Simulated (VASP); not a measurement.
Runs of VASP 6.6.1 on W. The structure is that of space group P6_3/mmc (No. 194), or close to it. The cells are those of the table. This isn't the form of W at room conditions, which is bcc.

```tsv
task	cell	k mesh	cutoff (eV)	gap on the mesh (eV)	pressure (GPa)
relaxation of cell and atoms	relaxed from a = 2.819, b = 2.819, c = 4.604 Å, angles 90.0, 90.0, 120.0°, 2 atoms	13 × 13 × 7	600	none	0.0
single point	a = 2.677, b = 2.677, c = 4.758 Å, angles 90.0, 90.0, 120.0°, 2 atoms	15 × 15 × 7	520	none	(a)
single point	a = 2.824, b = 2.824, c = 5.019 Å, angles 90.0, 90.0, 120.0°, 2 atoms	15 × 15 × 7	520	none	-19.4
single point	a = 2.753, b = 2.753, c = 4.892 Å, angles 90.0, 90.0, 120.0°, 2 atoms	15 × 15 × 7	520	none	0.6
single point	a = 2.753, b = 2.753, c = 4.892 Å, angles 90.0, 90.0, 120.0°, 2 atoms	13 × 13 × 7	520	none	0.6
single point	a = 2.716, b = 2.716, c = 4.826 Å, angles 90.0, 90.0, 120.0°, 2 atoms	15 × 15 × 7	520	none	13.9
single point	a = 2.789, b = 2.789, c = 4.957 Å, angles 90.0, 90.0, 120.0°, 2 atoms	15 × 15 × 7	520	none	-10.4
```

Alike in all rows: level PBEsol; potentials or basis VASP PAW PBE potentials, release 64 (W_sv); no spin polarisation; smearing fermi-dirac 0.1 eV.

Task: Fill in the values left out.

Result: (a) 30.4.

Caveats: the PAW data sets were made with another functional, which shifts forces and pressure a little; spin-orbit coupling is left out, which moves the levels of the heavy elements; the cell stands under tension (at least some runs); the stress differs along the axes, from 26 to 33 GPa (at least some runs); the cell stands under pressure (at least some runs).

A k mesh can miss the band edges, and the runs leave out spin-orbit coupling on W.

A gap of «none» marks levels without a gap at the run's occupations.
